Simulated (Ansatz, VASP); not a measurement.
## Two plane-wave programs on C

The input INCAR:

```
PREC = Accurate
ENCUT = 520
EDIFF = 1E-6
ISMEAR = -1
SIGMA = 0.01
LREAL = F
LASPH = T
NELM = 60
ALGO = Normal
ISIF = 2
LWAVE = F
LCHARG = F
GGA = PE
NBANDS = 11
```

KPOINTS

```
Automatic mesh
0
Gamma
  13 13 13
```

POSCAR

```
C
1.0
    0.0000000000      1.7833700000      1.7833700000
    1.7833700000      0.0000000000      1.7833700000
    1.7833700000      1.7833700000      0.0000000000
C
2
Direct
    0.7500000000      0.7500000000      0.7500000000
    0.5000000000      0.5000000000      0.5000000000
```

File input.yaml:

```yaml
crystal:
  lattice:
    - [0.0, 1.78337, 1.78337]
    - [1.78337, 0.0, 1.78337]
    - [1.78337, 1.78337, 0.0]
  atoms:
    - { symbol: C, position: [0.75, 0.75, 0.75] }
    - { symbol: C, position: [0.5, 0.5, 0.5] }
hamiltonian:
  xc: pbe
  pseudopotentials: { kind: paw, accuracy: stringent }
kpoints:
  mp_grid: { grid: [13, 13, 13] }
scf:
  occupations: { method: fermi_dirac, width: 0.01 }
output:
  forces: true
  stress: true
  eigenvalues: true
  write_density: true
  write_potential: true
  elf: true
  volumetric_format: npy
```

Alike in both runs: functional PBE; k mesh 13 × 13 × 13; occupations fermi-dirac, width 0.01 eV; no spin polarisation.

|  | VASP | Ansatz |
| --- | --- | --- |
| version | VASP 6.6.1 | Ansatz 0.2.0 |
| potentials or method | VASP PAW PBE potentials, release 64 (C) | SSSP precision PAW |
| plane-wave cutoff (eV) | 520 | 612 |
| valence electrons in the cell | 8 | 8 |
| task | single point | electron localisation function |

|  | VASP | Ansatz | Ansatz less VASP |
| --- | --- | --- | --- |
| gap on the k mesh at the Fermi level (eV) | 4.14 | 4.16 | +0.016 |
| least direct gap on the mesh (eV) | 5.59 | 5.60 | +0.013 |
| pressure (GPa) | 2.5 | 2.3 | -0.19 |

Noted on Ansatz's run: odd divisions of the mesh miss points on the zone boundary, where band edges often lie, so the gap on the mesh can be too wide.
